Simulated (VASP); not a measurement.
# LiNbO3 (R3c) in VASP: further runs, part 2 of 2

VASP 6.6.1. The steps go on from the part before.

## (3) Single point, PBE

This run uses another cell than the first one, of 10.58 Å³/atom, 1.033 times its volume.

INCAR

```
SYSTEM = LiNbO3
ALGO = Normal
EDIFF = 1E-7
ENCUT = 520
GGA = PE
ISIF = 2
ISMEAR = 0
LASPH = .True.
LCHARG = .True.
LELF = .True.
LREAL = .False.
LVHAR = .True.
LWAVE = .False.
NBANDS = 45
NELM = 60
PREC = Accurate
SIGMA = 0.01
```

KPOINTS

```
k-points
0
Gamma
  6 6 6
  0 0 0
```

POSCAR

```
LiNbO3
1.0
    2.5687004035      1.4830398694      4.6282271812
   -2.5687004035      1.4830398694      4.6282271812
    0.0000000000     -2.9660797388      4.6282271812
Li Nb O
2 2 6
Direct
    0.7821703297      0.7821703297      0.7821703297
    0.2821703297      0.2821703297      0.2821703297
    0.5001763109      0.5001763109      0.5001763109
    1.0001763109      1.0001763109      0.0001763109
    0.6079877655      0.2196418006      0.8620237934
    0.8620237934      0.6079877655      0.2196418006
    0.1079877655      0.3620237934      0.7196418006
    0.2196418006      0.8620237934      0.6079877655
    0.7196418006      0.1079877655      0.3620237934
    0.3620237934      0.7196418006      0.1079877655
```

Potentials or basis: VASP PAW PBE potentials, release 64 (Li_sv, Nb_sv, O).

Launch:

```
$ cat potpaw_PBE.64/Li_sv/POTCAR potpaw_PBE.64/Nb_sv/POTCAR potpaw_PBE.64/O/POTCAR > POTCAR
$ mpirun -np 1 vasp_std > vasp.out
```

OUTCAR:

```text
SYSTEM = LiNbO3
   EDIFF = 1E-7
   ENCUT = 520
   GGA = PE
   ISIF = 2
   ISMEAR = 0
   LASPH = .True.
   LREAL = .False.
   NELM = 60
   PREC = Accurate

 ion  position               nearest neighbor table
   1  0.782  0.782  0.782-  10 2.05   9 2.05   7 2.05   6 2.24   8 2.24   5 2.24
   2  0.282  0.282  0.282-   8 2.05   5 2.05   6 2.05   7 2.24  10 2.24   9 2.24
   3  0.500  0.500  0.500-   6 1.88   5 1.88   8 1.88   7 2.14  10 2.14   9 2.14
   4  0.000  0.000  0.000-   7 1.88   9 1.88  10 1.88   6 2.14   8 2.14   5 2.14
   5  0.608  0.220  0.862-   3 1.88   2 2.05   4 2.14   1 2.24
   6  0.862  0.608  0.220-   3 1.88   2 2.05   4 2.14   1 2.24
   7  0.108  0.362  0.720-   4 1.88   1 2.05   3 2.14   2 2.24
   8  0.220  0.862  0.608-   3 1.88   2 2.05   4 2.14   1 2.24
   9  0.720  0.108  0.362-   4 1.88   1 2.05   3 2.14   2 2.24
  10  0.362  0.720  0.108-   4 1.88   1 2.05   3 2.14   2 2.24

  LATTYP: Found a trigonal (rhomboedric) cell.
 ALAT       =     5.4971006774
 COS(alpha) =     0.5632936353

  Lattice vectors:

 A1 = (   2.5687004035,   1.4830398694,   4.6282271812)
 A2 = (  -2.5687004035,   1.4830398694,   4.6282271812)
 A3 = (   0.0000000000,  -2.9660797388,   4.6282271812)

Analysis of symmetry for initial positions (statically):
=====================================================================
 Subroutine PRICEL returns:
 Original cell was already a primitive cell.

 Routine SETGRP: Setting up the symmetry group for a
 trigonal (rhombohedral) supercell.

 Subroutine GETGRP returns: Found  6 space group operations
 (whereof  3 operations were pure point group operations)
 out of a pool of 12 trial point group operations.

The static configuration has the point symmetry C_3 .
 The point group associated with its full space group is C_3v.

Analysis of symmetry for dynamics (positions and initial velocities):
=====================================================================
 Subroutine PRICEL returns:
 Original cell was already a primitive cell.

 Routine SETGRP: Setting up the symmetry group for a
 trigonal (rhombohedral) supercell.

 Subroutine GETGRP returns: Found  6 space group operations
 (whereof  3 operations were pure point group operations)
 out of a pool of 12 trial point group operations.

The dynamic configuration has the point symmetry C_3 .
 The point group associated with its full space group is C_3v.

 Subroutine INISYM returns: Found  6 space group operations
 (whereof  3 operations are pure point group operations),
 and found     1 'primitive' translations

----------------------------------------------------------------------------------------

                                     Primitive cell

  volume of cell :     105.7870

  direct lattice vectors                    reciprocal lattice vectors
     2.568700403  1.483039869  4.628227181     0.194650960  0.112381784  0.072021817
    -2.568700403  1.483039869  4.628227181    -0.194650960  0.112381784  0.072021817
     0.000000000 -2.966079739  4.628227181     0.000000000 -0.224763569  0.072021817

  length of vectors
     5.497100677  5.497100677  5.497100677     0.236020770  0.236020770  0.236020770

  position of ions in fractional coordinates (direct lattice)
     0.782170330  0.782170330  0.782170330
     0.282170330  0.282170330  0.282170330
     0.500176311  0.500176311  0.500176311
[... 54 lines left out ...]
  0.333333  0.166667  0.000000     12.000000
[... 16 lines left out ...]
  0.500000  0.500000  0.166667      6.000000
 -0.333333  0.500000  0.166667     12.000000
 [... further k-points ...]
   k-points           NKPTS =     32   k-points in BZ     NKDIM =     32   number of bands    NBANDS=     45
   number of dos      NEDOS =    301   number of ions     NIONS =     10
   total plane-waves  NPLWV =  74088
   dimension x,y,z NGX =    42 NGY =   42 NGZ =   42
   dimension x,y,z NGXF=    84 NGYF=   84 NGZF=   84
   ions per type =               2   2   6
   NGX,Y,Z   is equivalent  to a cutoff of  12.70, 12.70, 12.70 a.u.
   NGXF,Y,Z  is equivalent  to a cutoff of  25.40, 25.40, 25.40 a.u.
 SYSTEM =  LiNbO3
   PREC   = accura    normal or accurate (medium, high low for compatibility)
   ISTART =      0    job   : 0-new  1-cont  2-samecut
   ICHARG =      2    charge: 1-file 2-atom 10-const
   ISPIN  =      1    spin polarized calculation?
   LNONCOLLINEAR =      F non collinear calculations
   LSORBIT =      F    spin-orbit coupling
   LASPH  =      T    aspherical Exc in radial PAW
   ENCUT  =  520.0 eV  38.22 Ry    6.18 a.u.  10.22 10.22 10.22*2*pi/ulx,y,z
   NELM   =     60;   NELMIN=  2; NELMDL= -5     # of ELM steps
   EDIFF  = 0.1E-06   stopping-criterion for ELM
   LREAL  =      F    real-space projection
   EDIFFG = 0.1E-05   stopping-criterion for IOM
   NSW    =      0    number of steps for IOM
   IBRION =     -1    ionic relax: 0-MD 1-quasi-New 2-CG
   NFREE  =      0    steps in history (QN), initial steepest desc. (CG)
   ISIF   =      2    stress and relaxation
   ISYM   =      2    0-nonsym 1-usesym 2-fastsym
   POTIM  = 0.5000    time-step for ionic-motion
   TEBEG  =    0.0;   TEEND  =   0.0 temperature during run
   PSTRESS=    0.0 pullay stress
   NELECT =      68.0000    total number of electrons
   NUPDOWN=      -1.0000    fix difference up-down
   EMIN   =  10.00;   EMAX   =-10.00  energy-range for DOS
   EFERMI =   0.00;   METHOD = LEGACY
   ISMEAR =     0;   SIGMA  =   0.01  broadening in eV -4-tet -1-fermi 0-gaus
   EFERMI_NEDOS =   21; number of points for ismear=-14 and -15
   IALGO  =     38    algorithm
   IMIX   =      4    mixing-type and parameters
     AMIX     =   0.40;   BMIX     =  1.00
     AMIX_MAG =   1.60;   BMIX_MAG =  1.00
  volume/ion in A,a.u.               =      10.58        71.39
  Fermi-wavevector in a.u.,A,eV,Ry     =   1.412864  2.669926 27.159747  1.996185
  Thomas-Fermi vector in A             =   2.534569
   LORBIT       =      0    0 simple, 1 ext, 2 COOP (PROOUT), +10 PAW based schemes
   GGA     = PE    functional components
   LHFCALC =     F    Hartree Fock is set to
   AEXX    =    0.0000 exact exchange contribution
   IVDW    =     0    specifies the selected vdW correction
   LEPSILON=     F    determine dielectric tensor
   LRPA    =     F    only Hartree local field effects (RPA)
 non-spin polarized calculation
 Gauss-broadening in eV      SIGMA  =   0.01
  energy-cutoff  :      520.00
  volume of cell :      105.79
 maximum number of plane-waves:      2892
 NGX is ok and might be reduce to    42
   NGX = 21   NGY = 21   NGZ = 21

 number of electron      67.9999997 magnetization

 Free energy of the ion-electron system (eV)
  ---------------------------------------------------
  ext. energy  EPLUGINS =         0.00000000
  ---------------------------------------------------
  free energy    TOTEN  =       -80.00738292 eV

  energy without entropy =      -80.00738292  energy(sigma->0) =      -80.00738292

 E-fermi :   3.7319     XC(G=0): -10.8269

 val. band max:        3.5816504391   @ k =   0.1667   0.1667   0.1667
 cond. band min:       7.1924586314   @ k =   0.5000   0.3333   0.0000
 fundamental gap:      3.6108081924
 Fermi energy:         3.7319107922

 k-point     1 :       0.0000    0.0000    0.0000
  band No.  band energies     occupation
      1     -50.5857      2.00000
      2     -50.5702      2.00000
      3     -38.9509      2.00000
      4     -38.9484      2.00000
      5     -26.8900      2.00000
      6     -26.8900      2.00000
[... 1141 lines left out ...]
     44      13.1300      0.00000
     45      14.2131      0.00000

 [... further k-points ...]
[... 5 lines left out ...]
  --------------------------------------------------------------------------------------
  -------------------------------------------------------------------------------------
  Total        2.6338813      2.6338813      2.5022261      0.0000000      0.0000000      0.0000000
  in kB       39.8909687     39.8909687     37.8970090      0.0000000      0.0000000      0.0000000
  external PRESSURE =      39.2263155 kB  Pullay stress =       0.0000000 kB

 VOLUME and BASIS-vectors are now :
 -----------------------------------------------------------------------------
  energy-cutoff  :      520.00
  volume of cell :      105.79
      direct lattice vectors                 reciprocal lattice vectors
     2.568700403  1.483039869  4.628227181     0.194650960  0.112381784  0.072021817
    -2.568700403  1.483039869  4.628227181    -0.194650960  0.112381784  0.072021817
     0.000000000 -2.966079739  4.628227181     0.000000000 -0.224763569  0.072021817

 POSITION                                       TOTAL-FORCE (eV/Angst)
 -----------------------------------------------------------------------------------
      0.00000      0.00000     10.86019         0.000000      0.000000     -0.006624
      0.00000      0.00000      3.91785         0.000000      0.000000     -0.006624
      0.00000      0.00000      6.94479         0.000000      0.000000     -0.107063
      0.00000      0.00000      0.00245         0.000000      0.000000     -0.107063
      0.99754     -1.32942      7.82010         0.023372     -0.105318      0.037896
      0.65254      1.52861      7.82010         0.079522      0.072899      0.037896
     -0.65254     -1.43747      5.50599        -0.079522      0.072899      0.037896
     -1.65009     -0.19919      7.82010        -0.102894      0.032418      0.037896
      1.57116      0.15362      5.50599        -0.023372     -0.105318      0.037896
     -0.91861      1.28385      5.50599         0.102894      0.032418      0.037896
 -----------------------------------------------------------------------------------
    total drift:                                0.000000     -0.000001     -0.000040

  FREE ENERGIE OF THE ION-ELECTRON SYSTEM (eV)
  ---------------------------------------------------
  free  energy   TOTEN  =       -80.0073829211 eV

  energy  without entropy=      -80.0073829211  energy(sigma->0) =      -80.00738292
```

It took 2.2 min on 1 thread of Intel Xeon 6975P-C (Granite Rapids), shared host; peak memory 0.32 GiB.

Results:

```yaml
Free_energy: -80.0074 eV
Largest_force: 0.114 eV/Å
Band_gap_on_the_k_mesh: 3.61 eV, indirect (least direct gap 3.64 eV)
```

Forces in eV/Å, atoms in the order of the input:
```
Li   0.000  0.000 -0.007
Li   0.000  0.000 -0.007
Nb   0.000  0.000 -0.107
Nb   0.000  0.000 -0.107
O    0.023 -0.105  0.038
O    0.080  0.073  0.038
O   -0.080  0.073  0.038
O   -0.103  0.032  0.038
O   -0.023 -0.105  0.038
O    0.103  0.032  0.038
```

Caveat: the cutoff is under 1.25 times the usual one of these potentials, so pressure, stress and relaxed cells hold a basis-set (Pulay) error. As with any semilocal functional, this PBE gap is likely too small.
